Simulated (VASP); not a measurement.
# Mo (Im-3m) in VASP: notebook

Runs on Mo. Level: PBE. Tasks: relaxation of cell and atoms, single point.

Program: VASP 6.6.1. These are calculated values, not measurements. Logs are shortened: lines on timing, memory, paths and dates and some standing lists are left out, and cuts for length are marked.

### 1 The cell of the first run

Symmetry: Im-3m, No. 229, cubic system. Conventional cell: a = 3.060 Å, b = 3.060 Å, c = 3.060 Å, α = 90.00°, β = 90.00°, γ = 90.00°. Mo (site symmetry m-3m) has 14 Mo at 2.65 to 3.06 Å within 3.5 Å.

### 2 Relaxation of cell and atoms, PBE, target pressure 31 GPa, at which the enthalpy is minimised

Input file INCAR:

```
PREC     = Accurate       # precision mode
ENCUT    = 600            # plane-wave cutoff, eV
EDIFF    = 1E-7           # SCF threshold, eV
ISMEAR   = -1             # smearing method
SIGMA    = 0.05           # smearing width, eV
LREAL    = False          # projectors in reciprocal space
LASPH    = True           # aspherical terms in the spheres
NELM     = 60             # most SCF steps
ALGO     = Normal         # electronic algorithm
ISIF     = 3              # what is computed and relaxed
LWAVE    = False          # write WAVECAR
LCHARG   = False          # write CHGCAR
GGA      = PE             # functional
IBRION   = 2              # ionic algorithm
NSW      = 32             # ionic steps
EDIFFG   = -0.005         # ionic threshold
PSTRESS  = 310.0
```

Input file KPOINTS:

```
Automatic mesh
0
Gamma
  18 18 18
```

Input file POSCAR:

```
Mo
1.0
   -1.5300697959      1.5300697959      1.5300697959
    1.5300697959     -1.5300697959      1.5300697959
    1.5300697959      1.5300697959     -1.5300697959
Mo
1
Direct
    0.0000000000      0.0000000000      0.0000000000
```

Potentials or basis: VASP PAW PBE potentials, release 64 (Mo_sv).

Run with:

```
$ cat potpaw_PBE.64/Mo_sv/POTCAR > POTCAR
$ mpirun -np 1 vasp_std > vasp.out
```

OUTCAR:

```text
PREC = Accurate
   ENCUT = 600
   EDIFF = 1E-7
   ISMEAR = -1
   LREAL = False
   LASPH = True
   NELM = 60
   ISIF = 3
   GGA = PE
   IBRION = 2
   NSW = 32
   EDIFFG = -0.005
   PSTRESS = 310.0

 ion  position               nearest neighbor table
   1  0.000  0.000  0.000-

  LATTYP: Found a body centered cubic cell.
 ALAT       =     3.0601395918

  Lattice vectors:

 A1 = (  -1.5300697959,   1.5300697959,   1.5300697959)
 A2 = (   1.5300697959,  -1.5300697959,   1.5300697959)
 A3 = (   1.5300697959,   1.5300697959,  -1.5300697959)

Analysis of symmetry for initial positions (statically):
=====================================================================
 Subroutine PRICEL returns:
 Original cell was already a primitive cell.

 Routine SETGRP: Setting up the symmetry group for a
 body centered cubic supercell.

 Subroutine GETGRP returns: Found 48 space group operations
 (whereof 48 operations were pure point group operations)
 out of a pool of 48 trial point group operations.

The static configuration has the point symmetry O_h .

Analysis of symmetry for dynamics (positions and initial velocities):
=====================================================================
 Subroutine PRICEL returns:
 Original cell was already a primitive cell.

 Routine SETGRP: Setting up the symmetry group for a
 body centered cubic supercell.

 Subroutine GETGRP returns: Found 48 space group operations
 (whereof 48 operations were pure point group operations)
 out of a pool of 48 trial point group operations.

The dynamic configuration has the point symmetry O_h .

 Subroutine INISYM returns: Found 48 space group operations
 (whereof 48 operations are pure point group operations),
 and found     1 'primitive' translations

----------------------------------------------------------------------------------------

                                     Primitive cell

  volume of cell :      14.3283

  direct lattice vectors                    reciprocal lattice vectors
    -1.530069796  1.530069796  1.530069796     0.000000000  0.326782478  0.326782478
     1.530069796 -1.530069796  1.530069796     0.326782478  0.000000000  0.326782478
     1.530069796  1.530069796 -1.530069796     0.326782478  0.326782478  0.000000000

  length of vectors
     2.650158626  2.650158626  2.650158626     0.462140213  0.462140213  0.462140213

  position of ions in fractional coordinates (direct lattice)
     0.000000000  0.000000000  0.000000000

  ion indices of the primitive-cell ions
   primitive index   ion index
                 1           1

----------------------------------------------------------------------------------------

 KPOINTS: Automatic mesh

Automatic generation of k-mesh.
 Grid dimensions read from file:
 generate k-points for:   18   18   18

 Generating k-lattice:

  Cartesian coordinates                     Fractional coordinates (reciprocal lattice)
     0.000000000  0.018154582  0.018154582     0.055555556  0.000000000  0.000000000
     0.018154582  0.000000000  0.018154582     0.000000000  0.055555556  0.000000000
     0.018154582  0.018154582  0.000000000     0.000000000  0.000000000  0.055555556

  Length of vectors
     0.025674456  0.025674456  0.025674456

  Shift w.r.t. Gamma in fractional coordinates (k-lattice)
     0.000000000  0.000000000  0.000000000

 Subroutine IBZKPT returns following result:
 ===========================================

 Found    195 irreducible k-points:

 Following reciprocal coordinates:
            Coordinates               Weight
  0.000000  0.000000  0.000000      1.000000
  0.055556  0.000000  0.000000     12.000000
  0.111111  0.000000  0.000000     12.000000
  0.166667  0.000000  0.000000     12.000000
  0.222222  0.000000  0.000000     12.000000
  0.277778  0.000000  0.000000     12.000000
[... 16 lines left out ...]
  0.333333  0.111111  0.000000     48.000000
  0.388889  0.111111  0.000000     48.000000
 [... further k-points ...]
   k-points           NKPTS =    195   k-points in BZ     NKDIM =    195   number of bands    NBANDS=     11
   number of dos      NEDOS =    301   number of ions     NIONS =      1
   total plane-waves  NPLWV =  13824
   dimension x,y,z NGX =    24 NGY =   24 NGZ =   24
   dimension x,y,z NGXF=    48 NGYF=   48 NGZF=   48
   ions per type =               1
   NGX,Y,Z   is equivalent  to a cutoff of  15.06, 15.06, 15.06 a.u.
   NGXF,Y,Z  is equivalent  to a cutoff of  30.11, 30.11, 30.11 a.u.
 SYSTEM =  unknown system
   PREC   = accura    normal or accurate (medium, high low for compatibility)
   ISTART =      0    job   : 0-new  1-cont  2-samecut
   ICHARG =      2    charge: 1-file 2-atom 10-const
   ISPIN  =      1    spin polarized calculation?
   LNONCOLLINEAR =      F non collinear calculations
   LSORBIT =      F    spin-orbit coupling
   LASPH  =      T    aspherical Exc in radial PAW
   ENCUT  =  600.0 eV  44.10 Ry    6.64 a.u.   5.29  5.29  5.29*2*pi/ulx,y,z
   NELM   =     60;   NELMIN=  2; NELMDL= -5     # of ELM steps
   EDIFF  = 0.1E-06   stopping-criterion for ELM
   LREAL  =      F    real-space projection
   EDIFFG = -.5E-02   stopping-criterion for IOM
   NSW    =     32    number of steps for IOM
   IBRION =      2    ionic relax: 0-MD 1-quasi-New 2-CG
   NFREE  =      1    steps in history (QN), initial steepest desc. (CG)
   ISIF   =      3    stress and relaxation
   ISYM   =      2    0-nonsym 1-usesym 2-fastsym
   POTIM  = 0.5000    time-step for ionic-motion
   TEBEG  =    0.0;   TEEND  =   0.0 temperature during run
   PSTRESS=  310.0 pullay stress
   NELECT =      14.0000    total number of electrons
   NUPDOWN=      -1.0000    fix difference up-down
   EMIN   =  10.00;   EMAX   =-10.00  energy-range for DOS
   EFERMI =   0.00;   METHOD = LEGACY
   ISMEAR =    -1;   SIGMA  =   0.05  broadening in eV -4-tet -1-fermi 0-gaus
   EFERMI_NEDOS =   21; number of points for ismear=-14 and -15
   IALGO  =     38    algorithm
   IMIX   =      4    mixing-type and parameters
     AMIX     =   0.40;   BMIX     =  1.00
     AMIX_MAG =   1.60;   BMIX_MAG =  1.00
  volume/ion in A,a.u.               =      14.33        96.69
  Fermi-wavevector in a.u.,A,eV,Ry     =   1.624500  3.069859 35.905760  2.638999
  Thomas-Fermi vector in A             =   2.717776
   LORBIT       =      0    0 simple, 1 ext, 2 COOP (PROOUT), +10 PAW based schemes
   GGA     = PE    functional components
   LHFCALC =     F    Hartree Fock is set to
   AEXX    =    0.0000 exact exchange contribution
   IVDW    =     0    specifies the selected vdW correction
   LEPSILON=     F    determine dielectric tensor
   LRPA    =     F    only Hartree local field effects (RPA)
 conjugate gradient relaxation of ions
 non-spin polarized calculation
  energy-cutoff  :      600.00
  volume of cell :       14.33
 maximum number of plane-waves:       490
 NGX is ok and might be reduce to    24
   NGX = 11   NGY = 11   NGZ = 11

--------------------------------------- Ionic step        1  -------------------------------------------

 number of electron      14.0000000 magnetization

 Free energy of the ion-electron system (eV)
  ---------------------------------------------------
  ext. energy  EPLUGINS =         0.00000000
  ---------------------------------------------------
  free energy    TOTEN  =       -10.80022280 eV

  energy without entropy =      -10.79630754  energy(sigma->0) =      -10.79826517

------------------------ aborting loop because EDIFF is reached ----------------------------------------

  FORCE on cell =-STRESS in cart. coord.  units (eV):
  Direction    XX          YY          ZZ          XY          YZ          ZX
  --------------------------------------------------------------------------------------
  -------------------------------------------------------------------------------------
  Total        2.8325067      2.8325067      2.8325067      0.0000000      0.0000000      0.0000000
  in kB      316.7289871    316.7289871    316.7289871      0.0000000      0.0000000      0.0000000
  external PRESSURE =       6.7289871 kB  Pullay stress =     310.0000000 kB

 VOLUME and BASIS-vectors are now :
 -----------------------------------------------------------------------------
  energy-cutoff  :      600.00
  volume of cell :       14.33
      direct lattice vectors                 reciprocal lattice vectors
    -1.530069796  1.530069796  1.530069796     0.000000000  0.326782478  0.326782478
     1.530069796 -1.530069796  1.530069796     0.326782478  0.000000000  0.326782478
     1.530069796  1.530069796 -1.530069796     0.326782478  0.326782478  0.000000000
[... 44 lines left out ...]
  FREE ENERGIE OF THE ION-ELECTRON SYSTEM (eV)
  ---------------------------------------------------
  free  energy   TOTEN  =       -10.8236451456 eV

  energy  without entropy=      -10.8197192443  energy(sigma->0) =      -10.82168219

  enthalpy is  TOTEN    =        -8.0271004298 eV   P V=        2.7965447157

--------------------------------------- Ionic step        3  -------------------------------------------

 number of electron      14.0000000 magnetization

 Free energy of the ion-electron system (eV)
  ---------------------------------------------------
  ext. energy  EPLUGINS =         0.00000000
  ---------------------------------------------------
  free energy    TOTEN  =       -10.80503869 eV

  energy without entropy =      -10.80112345  energy(sigma->0) =      -10.80308107

 E-fermi :  14.0527     XC(G=0): -13.8790

 val. band max:       14.0292281881   @ k =  -0.3889   0.4444   0.2778
 cond. band min:      14.0926083042   @ k =  -0.3333   0.3889   0.2778
 fundamental gap:      0.0633801161
 Fermi energy:        14.0526526373

 k-point     1 :       0.0000    0.0000    0.0000
  band No.  band energies     occupation
      1     -47.2980      2.00000
      2     -20.3373      2.00000
      3     -20.3373      2.00000
      4     -20.3373      2.00000
      5       6.5248      2.00000
      6      12.4743      2.00000
      7      12.4743      2.00000
      8      12.4743      2.00000
      9      15.8298      0.00000
     10      15.8298      0.00000
     11      28.9617      0.00000

 k-point     2 :       0.0556    0.0000    0.0000
  band No.  band energies     occupation
      1     -47.2871      2.00000
      2     -20.3971      2.00000
      3     -20.3554      2.00000
      4     -20.3379      2.00000
      5       6.6763      2.00000
      6      12.3853      2.00000
      7      12.4598      2.00000
      8      12.6182      2.00000
      9      15.6917      0.00000
     10      15.8306      0.00000
     11      29.0837      0.00000
[... 295 lines left out ...]
 k-point    24 :       0.3889    0.1111    0.0000
  band No.  band energies     occupation
      1     -46.9259      2.00000
      2     -22.0492      2.00000
      3     -20.9645      2.00000
      4     -20.4362      2.00000
      5       8.6249      2.00000
      6      10.3715      2.00000
      7      14.1728      0.16594
      8      15.7621      0.00000
      9      17.0805      0.00000
     10      20.0814      0.00000
     11      26.7839      0.00000

 [... further k-points ...]
[... 5 lines left out ...]
  --------------------------------------------------------------------------------------
  -------------------------------------------------------------------------------------
  Total        2.7776759      2.7776759      2.7776759     -0.0000000      0.0000000      0.0000000
  in kB      310.0648957    310.0648957    310.0648957     -0.0000000      0.0000000      0.0000000
  external PRESSURE =       0.0648957 kB  Pullay stress =     310.0000000 kB

 VOLUME and BASIS-vectors are now :
 -----------------------------------------------------------------------------
  energy-cutoff  :      600.00
  volume of cell :       14.35
      direct lattice vectors                 reciprocal lattice vectors
    -1.530945942  1.530945942  1.530945942     0.000000000  0.326595464  0.326595464
     1.530945942 -1.530945942  1.530945942     0.326595464  0.000000000  0.326595464
     1.530945942  1.530945942 -1.530945942     0.326595464  0.326595464  0.000000000

 POSITION                                       TOTAL-FORCE (eV/Angst)
 -----------------------------------------------------------------------------------
      0.00000      0.00000      0.00000        -0.000000     -0.000000     -0.000000
 -----------------------------------------------------------------------------------
    total drift:                                0.000000      0.000000      0.000000

  FREE ENERGIE OF THE ION-ELECTRON SYSTEM (eV)
  ---------------------------------------------------
  free  energy   TOTEN  =       -10.8050386919 eV

  energy  without entropy=      -10.8011234453  energy(sigma->0) =      -10.80308107

  enthalpy is  TOTEN    =        -8.0279441139 eV   P V=        2.7770945780

 reached required accuracy - stopping structural energy minimisation
```

Run time: 31 s. Hardware: 1 thread of Intel Xeon Platinum 8488C (Sapphire Rapids), shared host; peak memory 0.17 GiB.

What came out:

* Free energy: -10.8050 eV
* Relaxed volume: 14.35 Å³/atom
* Relaxed cell: a = 2.652 Å, b = 2.652 Å, c = 2.652 Å, α = 109.47°, β = 109.47°, γ = 109.47°
* Space group after relaxing (to 0.05 Å): Im-3m (No. 229)
* Energy change on relaxing (the enthalpy is what falls): -4.8 meV/atom
* Ionic steps: 3
* Pressure after relaxing: 31.0 GPa
* Band gap on the k mesh: zero (band 7 reaches 18.50 eV, above the bottom of band 8 at 12.47 eV)

Step by step:
```
step  energy change (eV)  largest force (eV/Å)  pressure (GPa)  volume (Å³)
   1              0.0000                0.0000           31.67        14.33
   2             -0.0234                0.0000           28.34        14.45
   3             -0.0048                0.0000           31.01        14.35
```

Final structure:
```
Mo
1.0
    -1.53095    1.53095    1.53095
     1.53095   -1.53095    1.53095
     1.53095    1.53095   -1.53095
Mo
1
Direct
  0.00000 0.00000 0.00000
```

Caveat: the cell is relaxed towards a set pressure, so the enthalpy falls and the energy may rise.

### 3 Relaxation of cell and atoms, PBE

This run uses another cell than the first one, of 15.82 Å³/atom, 1.104 times its volume.

Input file INCAR:

```
PREC = Accurate
ENCUT = 600
EDIFF = 1E-6
ISMEAR = -1
SIGMA = 0.05
LREAL = False
LASPH = True
NELM = 100
ALGO = Normal
ISIF = 3
LWAVE = False
LCHARG = False
GGA = PE
IBRION = 2
NSW = 60
EDIFFG = -0.005
```

KPOINTS is that of step 2.

Input file POSCAR:

```
Mo
1.0
   -1.5813925127      1.5813925127      1.5813925127
    1.5813925127     -1.5813925127      1.5813925127
    1.5813925127      1.5813925127     -1.5813925127
Mo
1
Direct
    0.0000000000      0.0000000000      0.0000000000
```

Potentials or basis: VASP PAW PBE potentials, release 64 (Mo_sv).

Run with:

```
$ cat potpaw_PBE.64/Mo_sv/POTCAR > POTCAR
$ mpirun -np 1 vasp_std > vasp.out
```

Run time: 29 s. Hardware: 1 thread of Intel Xeon Platinum 8488C (Sapphire Rapids), shared host; peak memory 0.17 GiB.

The run converged. Its results:

| Item | Value |
| --- | --- |
| Free energy | -10.9361 eV |
| Relaxed volume | 15.81 Å³/atom |
| Relaxed cell | a = 2.739 Å, b = 2.739 Å, c = 2.739 Å, α = 109.47°, β = 109.47°, γ = 109.47° |
| Space group after relaxing (to 0.05 Å) | Im-3m (No. 229) |
| Energy gained by relaxing | 0.0 meV/atom |
| Ionic steps | 4 |
| Pressure after relaxing | 0.0 GPa |
| Band gap on the k mesh | zero (band 7 reaches 16.32 eV, above the bottom of band 8 at 11.07 eV) |

Final structure:
```
CELL_PARAMETERS angstrom
-1.58117 1.58117 1.58117
1.58117 -1.58117 1.58117
1.58117 1.58117 -1.58117
ATOMIC_POSITIONS crystal
Mo 0.00000 0.00000 0.00000
```

Levels at points of the mesh, in eV from the Fermi level:
| k point | band 4 | band 5 | band 6 | band 7 | band 8 | band 9 | band 10 | band 11 |
| --- | --- | --- | --- | --- | --- | --- | --- | --- |
| (0.00, 0.00, 0.00) | -34.59 | -7.21 | -1.36 | -1.36 | -1.36 | 1.62 | 1.62 | 14.80 |
| (0.50, 0.00, 0.00) | -34.60 | -5.27 | -3.37 | 1.57 | 1.65 | 2.27 | 4.65 | 11.45 |
| (0.50, 0.50, 0.50) | -35.52 | -5.37 | -5.37 | 3.90 | 3.90 | 3.90 | 8.96 | 8.96 |

### 4 Single point, PBE

Input file INCAR:

```
PREC     = Accurate       # precision mode
ENCUT    = 520            # plane-wave cutoff, eV
EDIFF    = 1E-6           # SCF threshold, eV
ISMEAR   = -1             # smearing method
SIGMA    = 0.05           # smearing width, eV
LREAL    = False          # projectors in reciprocal space
LASPH    = True           # aspherical terms in the spheres
NELM     = 80             # most SCF steps
ALGO     = Normal         # electronic algorithm
ISIF     = 2              # what is computed and relaxed
LWAVE    = False          # write WAVECAR
LCHARG   = False          # write CHGCAR
GGA      = PE             # functional
NBANDS   = 13             # bands
```

Input file KPOINTS:

```
regular mesh
0
Gamma
  18 18 18
```

Input file POSCAR:

```
Mo
1.0
   -1.5300698036      1.5300698036      1.5300698036
    1.5300698036     -1.5300698036      1.5300698036
    1.5300698036      1.5300698036     -1.5300698036
Mo
1
Direct
    0.0000000000      0.0000000000      0.0000000000
```

Run with:

```
$ cat potpaw_PBE.64/Mo_sv/POTCAR > POTCAR
$ mpirun -np 1 vasp_std > vasp.out
```

It took 18 s on 1 thread of AMD EPYC 7R13 (Zen 3), shared host; peak memory 0.12 GiB.

It converged, with:

* Free energy: -10.8002 eV
* Pressure: 31.8 GPa
* Band gap on the k mesh: zero (band 7 reaches 18.54 eV, above the bottom of band 8 at 12.50 eV)

Levels at points of the mesh, in eV from the Fermi level:
```
           k point  band 4  band 5  band 6  band 7  band 8  band 9  band 10  band 11
(0.00, 0.00, 0.00)  -34.39   -7.53   -1.58   -1.58   -1.58    1.78     1.78    14.91
(0.50, 0.00, 0.00)  -34.41   -5.91   -3.88    1.87    1.97    2.57     5.35    12.09
(0.50, 0.50, 0.50)  -35.63   -6.19   -6.19    4.46    4.46    4.46     9.74     9.74
```

### 5 The runs side by side

| task | cell | cutoff (eV) | gap on the mesh (eV) | pressure (GPa) |
| --- | --- | --- | --- | --- |
| relaxation of cell and atoms | relaxed to 31 GPa from a = 2.650 Å, angles 109.5°, 1 atom | 600 | none | 31.0 |
| relaxation of cell and atoms | relaxed from a = 2.739 Å, angles 109.5°, 1 atom | 600 | none | 0.0 |
| single point | a = 2.650 Å, angles 109.5°, 1 atom | 520 | none | 31.8 |

Alike in all rows: level PBE; potentials or basis VASP PAW PBE potentials, release 64 (Mo_sv); no spin polarisation; k mesh 18 × 18 × 18; smearing fermi-dirac 0.05 eV.

Caveats: the cell is relaxed towards a set pressure, so the enthalpy falls and the energy may rise (some runs).

Absolute energies hang on the potentials; compare differences alone.
